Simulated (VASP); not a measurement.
# BiTe3 (Pm-3m) in VASP: notebook

The runs below take BiTe3 through single point, relaxation of cell and atoms, with PBE.

Program: VASP 6.6.1. These are calculated values, not measurements. Logs are shortened: lines on timing, memory, paths and dates and some standing lists are left out, and cuts for length are marked.

## 1. The cell of the first run

It takes space group Pm-3m (No. 221, cubic). Conventional cell: a = 4.910 Å, b = 4.910 Å, c = 4.910 Å, α = 90.00°, β = 90.00°, γ = 90.00°. Bi (site symmetry m-3m) has 12 Te at 3.47 Å within 4.6 Å. Within 4.6 Å of Te (site symmetry 4/mmm) lie 4 Bi at 3.47 Å and 8 Te at 3.47 Å.

## 2. Single point, PBE

The input, INCAR:

```
PREC = Accurate ; ENCUT = 520
EDIFF = 1E-6 ; ISMEAR = 0
SIGMA = 0.1 ; LREAL = F
LASPH = T ; NELM = 60
ALGO = Normal ; ISIF = 2
LWAVE = F ; LCHARG = F
GGA = PE ; NBANDS = 24
```

The input, KPOINTS:

```
regular mesh
0
Gamma
  4 4 4
```

The input, POSCAR:

```
BiTe3
1.0
    4.9097484006      0.0000000000      0.0000000000
    0.0000000000      4.9097484006      0.0000000000
    0.0000000000      0.0000000000      4.9097484006
Bi Te
1 3
Direct
    0.0000000000      0.0000000000      0.0000000000
    0.0000000000      0.5000000000      0.5000000000
    0.5000000000      0.0000000000      0.5000000000
    0.5000000000      0.5000000000      0.0000000000
```

Potentials or basis: VASP PAW PBE potentials, release 64 (Bi_d, Te).

The run is started by

```
> cat potpaw_PBE.64/Bi_d/POTCAR potpaw_PBE.64/Te/POTCAR > POTCAR
> mpirun -np 1 vasp_std > vasp.out
```

OUTCAR:

```text
PREC = Accurate
   ENCUT = 520
   EDIFF = 1E-6
   ISMEAR = 0
   LREAL = F
   LASPH = T
   NELM = 60
   ISIF = 2
   GGA = PE

 ion  position               nearest neighbor table
   1  0.000  0.000  0.000-   2 3.47   3 3.47   4 3.47   2 3.47   3 3.47   2 3.47   4 3.47   2 3.47
                             3 3.47   4 3.47   3 3.47   4 3.47
   2  0.000  0.500  0.500-   1 3.47   3 3.47   4 3.47   1 3.47   4 3.47   1 3.47   3 3.47   1 3.47
                             3 3.47   4 3.47   4 3.47   3 3.47
   3  0.500  0.000  0.500-   1 3.47   2 3.47   4 3.47   1 3.47   4 3.47   2 3.47   4 3.47   4 3.47
                             1 3.47   2 3.47   1 3.47   2 3.47
   4  0.500  0.500  0.000-   1 3.47   2 3.47   3 3.47   2 3.47   3 3.47   1 3.47   3 3.47   3 3.47
                             1 3.47   2 3.47   2 3.47   1 3.47

  LATTYP: Found a simple cubic cell.
 ALAT       =     4.9097484006

  Lattice vectors:

 A1 = (   4.9097484006,   0.0000000000,   0.0000000000)
 A2 = (   0.0000000000,   4.9097484006,   0.0000000000)
 A3 = (   0.0000000000,   0.0000000000,   4.9097484006)

Analysis of symmetry for initial positions (statically):
=====================================================================
 Subroutine PRICEL returns:
 Original cell was already a primitive cell.

 Routine SETGRP: Setting up the symmetry group for a
 simple cubic supercell.

 Subroutine GETGRP returns: Found 48 space group operations
 (whereof 48 operations were pure point group operations)
 out of a pool of 48 trial point group operations.

The static configuration has the point symmetry O_h .

Analysis of symmetry for dynamics (positions and initial velocities):
=====================================================================
 Subroutine PRICEL returns:
 Original cell was already a primitive cell.

 Routine SETGRP: Setting up the symmetry group for a
 simple cubic supercell.

 Subroutine GETGRP returns: Found 48 space group operations
 (whereof 48 operations were pure point group operations)
 out of a pool of 48 trial point group operations.

The dynamic configuration has the point symmetry O_h .

 Subroutine INISYM returns: Found 48 space group operations
 (whereof 48 operations are pure point group operations),
 and found     1 'primitive' translations

----------------------------------------------------------------------------------------

                                     Primitive cell

  volume of cell :     118.3526

  direct lattice vectors                    reciprocal lattice vectors
     4.909748401  0.000000000  0.000000000     0.203676425  0.000000000  0.000000000
     0.000000000  4.909748401  0.000000000     0.000000000  0.203676425  0.000000000
     0.000000000  0.000000000  4.909748401     0.000000000  0.000000000  0.203676425

  length of vectors
     4.909748401  4.909748401  4.909748401     0.203676425  0.203676425  0.203676425

  position of ions in fractional coordinates (direct lattice)
     0.000000000  0.000000000  0.000000000
     0.000000000  0.500000000  0.500000000
     0.500000000  0.000000000  0.500000000
     0.500000000  0.500000000  0.000000000

  ion indices of the primitive-cell ions
   primitive index   ion index
                 1           1
                 2           2
                 3           3
                 4           4

----------------------------------------------------------------------------------------

 KPOINTS: regular mesh

Automatic generation of k-mesh.
 Grid dimensions read from file:
 generate k-points for:    4    4    4

 Generating k-lattice:

  Cartesian coordinates                     Fractional coordinates (reciprocal lattice)
     0.050919106  0.000000000  0.000000000     0.250000000  0.000000000  0.000000000
     0.000000000  0.050919106  0.000000000     0.000000000  0.250000000  0.000000000
     0.000000000  0.000000000  0.050919106     0.000000000  0.000000000  0.250000000

  Length of vectors
     0.050919106  0.050919106  0.050919106

  Shift w.r.t. Gamma in fractional coordinates (k-lattice)
     0.000000000  0.000000000  0.000000000

 Subroutine IBZKPT returns following result:
 ===========================================

 Found     10 irreducible k-points:

 Following reciprocal coordinates:
            Coordinates               Weight
  0.000000  0.000000  0.000000      1.000000
  0.250000  0.000000  0.000000      6.000000
  0.500000  0.000000  0.000000      3.000000
  0.250000  0.250000  0.000000     12.000000
  0.500000  0.250000  0.000000     12.000000
  0.500000  0.500000  0.000000      3.000000
  0.250000  0.250000  0.250000      8.000000
  0.500000  0.250000  0.250000     12.000000
  0.500000  0.500000  0.250000      6.000000
  0.500000  0.500000  0.500000      1.000000
   k-points           NKPTS =     10   k-points in BZ     NKDIM =     10   number of bands    NBANDS=     24
   number of dos      NEDOS =    301   number of ions     NIONS =      4
   total plane-waves  NPLWV =  64000
[... 39 lines left out ...]
 Gauss-broadening in eV      SIGMA  =   0.10
  energy-cutoff  :      520.00
  volume of cell :      118.35
 maximum number of plane-waves:      3218
 NGX is ok and might be reduce to    40
   NGX = 19   NGY = 19   NGZ = 19

 number of electron      32.9999990 magnetization

 Free energy of the ion-electron system (eV)
  ---------------------------------------------------
  ext. energy  EPLUGINS =         0.00000000
  ---------------------------------------------------
  free energy    TOTEN  =       -11.97711347 eV

  energy without entropy =      -11.94428126  energy(sigma->0) =      -11.96069736

 E-fermi :   7.6637     XC(G=0): -10.0647

 val. band max:        7.6307800504   @ k =   0.5000   0.2500   0.0000
 cond. band min:       7.6704289013   @ k =   0.5000   0.5000   0.2500
 fundamental gap:      0.0396488509
 Fermi energy:         7.6637368269

 k-point     1 :       0.0000    0.0000    0.0000
  band No.  band energies     occupation
      1     -15.6001      2.00000
      2     -15.6001      2.00000
      3     -15.5968      2.00000
      4     -15.5968      2.00000
      5     -15.5968      2.00000
      6      -6.0019      2.00000
[... 16 lines left out ...]
     23      11.5339      0.00000
     24      11.5339      0.00000

 k-point     2 :       0.2500    0.0000    0.0000
  band No.  band energies     occupation
      1     -15.5998      2.00000
      2     -15.5982      2.00000
      3     -15.5976      2.00000
      4     -15.5976      2.00000
      5     -15.5968      2.00000
      6      -5.6522      2.00000
[... 16 lines left out ...]
     23      12.6087      0.00000
     24      13.1424      0.00000

 k-point     3 :       0.5000    0.0000    0.0000
  band No.  band energies     occupation
      1     -15.5996      2.00000
      2     -15.5985      2.00000
      3     -15.5985      2.00000
      4     -15.5967      2.00000
      5     -15.5964      2.00000
      6      -4.6503      2.00000
[... 16 lines left out ...]
     23      13.9195      0.00000
     24      13.9947      0.00000

 k-point     4 :       0.2500    0.2500    0.0000
  band No.  band energies     occupation
      1     -15.5989      2.00000
      2     -15.5986      2.00000
      3     -15.5976      2.00000
      4     -15.5976      2.00000
      5     -15.5972      2.00000
      6      -5.3122      2.00000
[... 16 lines left out ...]
     23      13.7463      0.00000
     24      13.7912      0.00000

 k-point     5 :       0.5000    0.2500    0.0000
  band No.  band energies     occupation
      1     -15.5995      2.00000
      2     -15.5984      2.00000
      3     -15.5984      2.00000
      4     -15.5975      2.00000
      5     -15.5955      2.00000
      6      -4.3443      2.00000
[... 73 lines left out ...]
 k-point     8 :       0.5000    0.2500    0.2500
  band No.  band energies     occupation
      1     -15.5995      2.00000
      2     -15.5994      2.00000
      3     -15.5985      2.00000
      4     -15.5968      2.00000
      5     -15.5951      2.00000
      6      -4.0701      2.00000
[... 16 lines left out ...]
     23      14.6307      0.00000
     24      14.8272      0.00000

 k-point     9 :       0.5000    0.5000    0.2500
  band No.  band energies     occupation
      1     -15.6005      2.00000
      2     -15.5994      2.00000
      3     -15.5994      2.00000
      4     -15.5958      2.00000
      5     -15.5941      2.00000
      6      -3.4190      2.00000
[... 16 lines left out ...]
     23      14.7326      0.00000
     24      15.2927      0.00000

 k-point    10 :       0.5000    0.5000    0.5000
  band No.  band energies     occupation
      1     -15.6004      2.00000
      2     -15.6004      2.00000
      3     -15.6004      2.00000
      4     -15.5939      2.00000
      5     -15.5939      2.00000
      6      -3.2693      2.00000
[... 16 lines left out ...]
     23      14.5991      0.00000
     24      14.5991      0.00000

------------------------ aborting loop because EDIFF is reached ----------------------------------------

  FORCE on cell =-STRESS in cart. coord.  units (eV):
  Direction    XX          YY          ZZ          XY          YZ          ZX
  --------------------------------------------------------------------------------------
  -------------------------------------------------------------------------------------
  Total       -0.1261567     -0.1261567     -0.1261567      0.0000000      0.0000000     -0.0000000
  in kB       -1.7078238     -1.7078238     -1.7078238      0.0000000      0.0000000     -0.0000000
  external PRESSURE =      -1.7078238 kB  Pullay stress =       0.0000000 kB

 VOLUME and BASIS-vectors are now :
 -----------------------------------------------------------------------------
  energy-cutoff  :      520.00
  volume of cell :      118.35
      direct lattice vectors                 reciprocal lattice vectors
     4.909748401  0.000000000  0.000000000     0.203676425  0.000000000  0.000000000
     0.000000000  4.909748401  0.000000000     0.000000000  0.203676425  0.000000000
     0.000000000  0.000000000  4.909748401     0.000000000  0.000000000  0.203676425

 POSITION                                       TOTAL-FORCE (eV/Angst)
 -----------------------------------------------------------------------------------
      0.00000      0.00000      0.00000         0.000000      0.000000      0.000000
      0.00000      2.45487      2.45487         0.000000      0.000000      0.000000
      2.45487      0.00000      2.45487         0.000000      0.000000      0.000000
      2.45487      2.45487      0.00000         0.000000      0.000000      0.000000
 -----------------------------------------------------------------------------------
    total drift:                               -0.000000     -0.000000     -0.000000

  FREE ENERGIE OF THE ION-ELECTRON SYSTEM (eV)
  ---------------------------------------------------
  free  energy   TOTEN  =       -11.9771134680 eV

  energy  without entropy=      -11.9442812579  energy(sigma->0) =      -11.96069736
```

Wall time 38 s (1 thread of AMD EPYC 7R13 (Zen 3), shared host); peak memory 0.21 GiB.

What came out:

- Free energy: -11.9771 eV
- Pressure: -0.2 GPa

Caveat: spin-orbit coupling is left out, which moves the levels of the heavy elements.

## 3. Single point, PBE

This run uses another cell than the first one, of 33.10 Å³/atom, 1.119 times its volume.

The input, INCAR:

```
SYSTEM = BiTe3
ALGO = Normal
EDIFF = 1E-6
ENCUT = 520
GGA = PE
ISIF = 2
ISMEAR = 0
LASPH = .TRUE.
LCHARG = .FALSE.
LREAL = .FALSE.
LWAVE = .FALSE.
NBANDS = 24
NELM = 100
PREC = Accurate
SIGMA = 0.1
```

The input, KPOINTS:

```
k-points
0
G
  4 4 4
  0 0 0
```

The input, POSCAR:

```
BiTe3
1.0
    5.0970307136      0.0000000000      0.0000000000
    0.0000000000      5.0970307136      0.0000000000
    0.0000000000      0.0000000000      5.0970307136
Bi Te
1 3
Direct
    0.0000000000      0.0000000000      0.0000000000
    0.0000000000      0.5000000000      0.5000000000
    0.5000000000      0.0000000000      0.5000000000
    0.5000000000      0.5000000000      0.0000000000
```

Potentials or basis: VASP PAW PBE potentials, release 64 (Bi_d, Te).

The run is started by

```
> cat potpaw_PBE.64/Bi_d/POTCAR potpaw_PBE.64/Te/POTCAR > POTCAR
> mpirun -np 1 vasp_std > vasp.out
```

It took 38 s on 1 thread of AMD EPYC 7R13 (Zen 3), shared host; peak memory 0.21 GiB.

The run converged. Its results:

| Property | Result |
| --- | --- |
| Free energy | -11.7558 eV |
| Pressure | -4.5 GPa |

Levels at points of the mesh, in eV from the Fermi level:
| k point | band 15 | band 16 | band 17 | band 18 | band 19 | band 20 |
| --- | --- | --- | --- | --- | --- | --- |
| (0.00, 0.00, 0.00) | -0.81 | -0.15 | -0.15 | -0.15 | 2.94 | 2.94 |
| (0.50, 0.00, 0.00) | -1.51 | -1.24 | -0.48 | 0.45 | 0.45 | 1.27 |
| (0.50, 0.50, 0.00) | -1.84 | -1.80 | -0.90 | 1.12 | 1.17 | 2.10 |
| (0.50, 0.50, 0.50) | 1.18 | 1.18 | 1.27 | 1.27 | 2.57 | 2.57 |

Caveat: spin-orbit coupling is left out, which moves the levels of the heavy elements.

## 4. Relaxation of cell and atoms, PBE

This run uses another cell than the first one, of 33.10 Å³/atom, 1.119 times its volume.

The input, INCAR:

```
PREC = Accurate ; ENCUT = 600
EDIFF = 1E-6 ; ISMEAR = 0
SIGMA = 0.1 ; LREAL = F
LASPH = T ; NELM = 100
ALGO = Normal ; ISIF = 3
LWAVE = F ; LCHARG = F
GGA = PE ; IBRION = 2
NSW = 90 ; EDIFFG = -0.04
```

The input, KPOINTS:

```
regular mesh
0
Gamma
  4 4 4
```

POSCAR is that of step 3.

The run is started by

```
> cat potpaw_PBE.64/Bi_d/POTCAR potpaw_PBE.64/Te/POTCAR > POTCAR
> mpirun -np 1 vasp_std > vasp.out
```

It took 71 s on 1 thread of AMD EPYC 7R13 (Zen 3), shared host; peak memory 0.25 GiB.

It converged, with:

* Free energy: -11.9779 eV
* Relaxed volume: 29.49 Å³/atom
* Relaxed cell: a = 4.905 Å, b = 4.905 Å, c = 4.905 Å, α = 90.00°, β = 90.00°, γ = 90.00°
* Space group after relaxing (to 0.05 Å): Pm-3m (No. 221)
* Energy gained by relaxing: 55.5 meV/atom
* Ionic steps: 3
* Pressure after relaxing: 0.0 GPa

The path:
| step | energy change (eV) | largest force (eV/Å) | pressure (GPa) | volume (Å³) |
| --- | --- | --- | --- | --- |
| 1 | 0.0000 | 0.0000 | -4.44 | 132.42 |
| 2 | -0.2144 | 0.0000 | 1.08 | 115.62 |
| 3 | -0.2222 | 0.0000 | 0.01 | 117.98 |

Final structure:
```
CELL_PARAMETERS angstrom
4.90456 0.00000 0.00000
0.00000 4.90456 0.00000
0.00000 0.00000 4.90456
ATOMIC_POSITIONS crystal
Bi 0.00000 0.00000 0.00000
Te 0.00000 0.50000 0.50000
Te 0.50000 0.00000 0.50000
Te 0.50000 0.50000 0.00000
```

Levels at points of the mesh, in eV from the Fermi level:
| k point | band 15 | band 16 | band 17 | band 18 | band 19 | band 20 |
| --- | --- | --- | --- | --- | --- | --- |
| (0.00, 0.00, 0.00) | -0.94 | -0.16 | -0.16 | -0.16 | 3.55 | 3.55 |
| (0.50, 0.00, 0.00) | -1.78 | -1.12 | -0.34 | 0.55 | 0.55 | 1.45 |
| (0.50, 0.50, 0.00) | -2.15 | -2.14 | -1.12 | 1.40 | 1.44 | 2.49 |
| (0.50, 0.50, 0.50) | 1.46 | 1.46 | 1.58 | 1.58 | 3.06 | 3.06 |

Caveat: spin-orbit coupling is left out, which moves the levels of the heavy elements.

## 5. Single point, PBE

This run uses another cell than the first one, of 29.37 Å³/atom, 0.993 times its volume.

The input, INCAR:

```
SYSTEM = BiTe3
ALGO = Normal ; EDIFF = 1E-6
ENCUT = 520 ; GGA = PE
ISIF = 2 ; ISMEAR = 0
LASPH = .TRUE. ; LCHARG = .TRUE.
LELF = .TRUE. ; LREAL = .FALSE.
LVHAR = .TRUE. ; LWAVE = .FALSE.
NBANDS = 24 ; NELM = 100
PREC = Accurate ; SIGMA = 0.1
```

The input, KPOINTS:

```
k-points
0
G
  10 10 10
  0 0 0
```

The input, POSCAR:

```
BiTe3
1.0
    4.8978828926      0.0000000000      0.0000000000
    0.0000000000      4.8978828926      0.0000000000
    0.0000000000      0.0000000000      4.8978828926
Bi Te
1 3
Direct
    0.0000000000      0.0000000000      0.0000000000
    0.0000000000      0.5000000000      0.5000000000
    0.5000000000      0.0000000000      0.5000000000
    0.5000000000      0.5000000000      0.0000000000
```

The run is started by

```
> cat potpaw_PBE.64/Bi_d/POTCAR potpaw_PBE.64/Te/POTCAR > POTCAR
> mpirun -np 1 vasp_std > vasp.out
```

Run time: 1.7 min. Hardware: 1 thread of AMD EPYC 7R13 (Zen 3), shared host; peak memory 0.27 GiB.

The run converged. Its results:

| Quantity | Value |
| --- | --- |
| Free energy | -12.0527 eV |
| Pressure | -0.1 GPa |

Levels at points of the mesh, in eV from the Fermi level:
| k point | band 13 | band 14 | band 15 | band 16 | band 17 | band 18 | band 19 | band 20 | band 21 | band 22 |
| --- | --- | --- | --- | --- | --- | --- | --- | --- | --- | --- |
| (0.00, 0.00, 0.00) | -0.94 | -0.94 | -0.94 | -0.16 | -0.16 | -0.16 | 3.58 | 3.58 | 3.58 | 3.82 |
| (0.50, 0.00, 0.00) | -3.33 | -2.07 | -1.80 | -1.11 | -0.32 | 0.55 | 0.55 | 1.48 | 1.48 | 5.65 |
| (0.50, 0.50, 0.00) | -3.28 | -2.17 | -2.17 | -2.16 | -1.10 | 1.40 | 1.44 | 2.52 | 2.52 | 6.61 |
| (0.50, 0.50, 0.50) | -5.76 | 1.46 | 1.46 | 1.46 | 1.58 | 1.58 | 3.10 | 3.10 | 3.10 | 6.93 |

Caveat: spin-orbit coupling is left out, which moves the levels of the heavy elements.

## 6. Relaxation of cell and atoms, PBE

The input, INCAR:

```
PREC = Accurate
ENCUT = 600
EDIFF = 1E-6
ISMEAR = 0
SIGMA = 0.1
LREAL = False
LASPH = True
NELM = 100
ALGO = Normal
ISIF = 3
LWAVE = False
LCHARG = False
GGA = PE
IBRION = 2
NSW = 100
EDIFFG = -0.01
```

The input, KPOINTS:

```
Automatic mesh
0
Gamma
  10 10 10
```

The input, POSCAR:

```
BiTe3
1.0
    4.9097484006      0.0000000000      0.0000000000
    0.0000000000      4.9097484006      0.0000000000
    0.0000000000      0.0000000000      4.9097484006
Bi Te
1 3
Direct
    0.0000000000      0.0000000000      0.0000000000
    0.0000000000      0.5000000000      0.5000000000
    0.5000000000      0.0000000000      0.5000000000
    0.5000000000      0.5000000000      0.0000000000
```

Potentials or basis: VASP PAW PBE potentials, release 64 (Bi_d, Te).

The run is started by

```
> cat potpaw_PBE.64/Bi_d/POTCAR potpaw_PBE.64/Te/POTCAR > POTCAR
> mpirun -np 1 vasp_std > vasp.out
```

Run time: 3.2 min. Hardware: 1 thread of AMD EPYC 7R13 (Zen 3), shared host; peak memory 0.32 GiB.

It converged, with:

```yaml
Free_energy: -12.0528 eV
Relaxed_volume: 29.34 Å³/atom
Relaxed_cell: a = 4.896 Å, b = 4.896 Å, c = 4.896 Å, α = 90.00°, β = 90.00°, γ = 90.00°
Space_group_after_relaxing_to_0.05_Å: Pm-3m (No. 221)
Energy_gained_by_relaxing: 0.3 meV/atom
Ionic_steps: 3
Pressure_after_relaxing: 0.0 GPa
```

Step by step:
```tsv
step	energy change (eV)	largest force (eV/Å)	pressure (GPa)	volume (Å³)
1	0.0000	0.0000	-0.42	118.35
2	-0.0012	0.0000	0.17	117.01
3	-0.0013	0.0000	0.01	117.37
```

Final structure:
```cif
data_structure
_symmetry_space_group_name_H-M 'P 1'
_symmetry_Int_Tables_number 1
_cell_length_a 4.8961
_cell_length_b 4.8961
_cell_length_c 4.8961
_cell_angle_alpha 90.000
_cell_angle_beta 90.000
_cell_angle_gamma 90.000
_cell_volume 117.37
loop_
_atom_site_label
_atom_site_type_symbol
_atom_site_fract_x
_atom_site_fract_y
_atom_site_fract_z
_atom_site_occupancy
Bi1 Bi 0.00000 0.00000 0.00000 1
Te1 Te 0.00000 0.50000 0.50000 1
Te2 Te 0.50000 0.00000 0.50000 1
Te3 Te 0.50000 0.50000 0.00000 1
```

Levels at points of the mesh, in eV from the Fermi level:
```
           k point  band 13  band 14  band 15  band 16  band 17  band 18  band 19  band 20
(0.00, 0.00, 0.00)    -0.94    -0.94    -0.94    -0.16    -0.16    -0.16     3.59     3.59
(0.50, 0.00, 0.00)    -3.34    -2.08    -1.80    -1.11    -0.31     0.55     0.55     1.48
(0.50, 0.50, 0.00)    -3.29    -2.17    -2.17    -2.17    -1.11     1.41     1.44     2.53
(0.50, 0.50, 0.50)    -5.77     1.47     1.47     1.47     1.58     1.58     3.11     3.11
```

Caveat: spin-orbit coupling is left out, which moves the levels of the heavy elements.

## 7. Overview

| task | cell | k mesh | cutoff (eV) | gap on the mesh (eV) | pressure (GPa) | relaxed volume (Å³/atom) |
| --- | --- | --- | --- | --- | --- | --- |
| single point | a = 4.910 Å, 4 atoms | 4 × 4 × 4 | 520 | none | -0.2 | - |
| single point | a = 5.097 Å, 4 atoms | 4 × 4 × 4 | 520 | none | -4.5 | - |
| relaxation of cell and atoms | relaxed from a = 5.097 Å, 4 atoms | 4 × 4 × 4 | 600 | none | 0.0 | 29.49 |
| single point | a = 4.898 Å, 4 atoms | 10 × 10 × 10 | 520 | none | -0.1 | - |
| relaxation of cell and atoms | relaxed from a = 4.910 Å, 4 atoms | 10 × 10 × 10 | 600 | none | 0.0 | 29.34 |

Alike in all rows: level PBE; potentials or basis VASP PAW PBE potentials, release 64 (Bi_d, Te); no spin polarisation; smearing gaussian 0.1 eV.

Caveats: spin-orbit coupling is left out, which moves the levels of the heavy elements.

Absolute energies hang on the potentials; compare differences alone.
